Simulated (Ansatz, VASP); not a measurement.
Two plane-wave programs on AlNi

Contents of INCAR:

```
ALGO = Normal
EDIFF = 1E-7
ENCUT = 520
GGA = CA
ISIF = 2
ISMEAR = -1
ISPIN = 2
LASPH = True
LCHARG = True
LELF = True
LMAXMIX = 4
LORBIT = 11
LREAL = False
LVHAR = True
LWAVE = False
MAGMOM = 0 1
NBANDS = 18
NELM = 150
PREC = Accurate
SIGMA = 0.1
```

File KPOINTS:

```
k-points
0
Gamma
  7 7 7
```

POSCAR

```
AlNi
1.0
    2.8643900412     -0.0577434389      0.0015573957
   -0.0577434389      2.9826822278     -0.0503358262
    0.0015573957     -0.0503358262      2.8691221280
Al Ni
1 1
Direct
    0.9977500000      0.0111100000      0.9934100000
    0.4982900000      0.4937100000      0.5033000000
```

Input for Ansatz:

```yaml
crystal:
  lattice:
    - [2.864390041176087, -0.05774343888554391, 0.0015573956545893585]
    - [-0.05774343888554391, 2.9826822277865315, -0.050335826220766315]
    - [0.0015573956545893585, -0.050335826220766315, 2.869122127972724]
  atoms:
    - { symbol: Al, position: [0.99775, 0.01111, 0.99341] }
    - { symbol: Ni, position: [0.49829, 0.49371, 0.5033], spin: 1.0 }
basis:
  ecutwfc: 540.0
  xc_grid: 2
kpoints:
  mp_grid:
    grid: [7, 7, 7]
hamiltonian:
  xc: lda
magnetization:
  spin_polarized: true
scf:
  convergence:
    dr2_threshold: 1.0e-09
  occupations:
    method: fermi_dirac
    width: 0.1
output:
  forces: true
  stress: true
```

Alike in both runs: task single point; functional LDA; k mesh 7 × 7 × 7; occupations fermi-dirac, width 0.1 eV; collinear spin.

|  | VASP | Ansatz |
| --- | --- | --- |
| version | VASP 6.6.1 | Ansatz 0.2.0 |
| potentials or method | VASP PAW LDA potentials, release 64 (Al, Ni), cutoff 520 eV | plane waves, PAW |
| valence electrons in the cell | 13 | 21 |

Ansatz gave:

```
pressure (GPa)                                                : -11.2
traceless stress, the component that is largest in VASP (GPa) : 3.91
rms of the force components (eV/Å)                            : 0.139
net moment per atom (μB)                                      : 0.00
```

Problem. Estimate VASP's values.

Solution. Pressure (GPa): -10.9; traceless stress, the component that is largest in VASP (GPa): 3.94; rms of the force components (eV/Å): 0.141; net moment per atom (μB): 0.00.

LDA's correlation is that of Perdew and Zunger in VASP and of Perdew and Wang (1992) in Ansatz. Atom by atom the forces differ by 0.002 eV/Å (rms over components). VASP's potentials hold 13 valence electrons a cell and Ansatz's 21, so a difference there can come from the potentials and not from the codes. Ansatz's warnings: seeded moment not kept, stress scf threshold loose.
